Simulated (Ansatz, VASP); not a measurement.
**AlGa3N4: VASP beside Ansatz**

```
CELL_PARAMETERS angstrom
4.60949 0.00000 0.00000
0.00000 4.60949 0.00000
0.00000 0.00000 4.60949
ATOMIC_POSITIONS crystal
Al 0.00000 0.00000 0.00000
Ga 0.50000 0.50000 0.00000
Ga 0.50000 0.00000 0.50000
Ga 0.00000 0.50000 0.50000
N 0.75535 0.75535 0.24465
N 0.75535 0.24465 0.75535
N 0.24465 0.75535 0.75535
N 0.24465 0.24465 0.24465
```

Alike in both runs: functional r2SCAN; k mesh 6 × 6 × 6; occupations gaussian, width 0.02 eV; no spin polarisation.

Ansatz relaxed the structure, and its values are those at the end. VASP's run is a single point on that final structure, the one shown.

|  | VASP | Ansatz |
| --- | --- | --- |
| version | VASP 6.6.1 | Ansatz 0.2.0 |
| potentials or method | VASP PAW PBE potentials, release 64 (Al, Ga_d, N), cutoff 520 eV | scalar-relativistic, plane waves, PAW |
| valence electrons in the cell | 62 | 62 |

|  | VASP | Ansatz | Ansatz less VASP |
| --- | --- | --- | --- |
| gap on the k mesh at the Fermi level (eV) | 2.13 | 2.13 | -0.003 |
| least direct gap on the mesh (eV) | 2.13 | 2.13 | -0.003 |
| pressure (GPa) | -15.0 | -15.6 | -0.57 |
| rms of the force components (eV/Å) | 0.027 | 0.000 | -0.0272 |

VASP's potentials were made for PBE, not for r2SCAN. Ansatz's warnings: stress scf threshold loose.
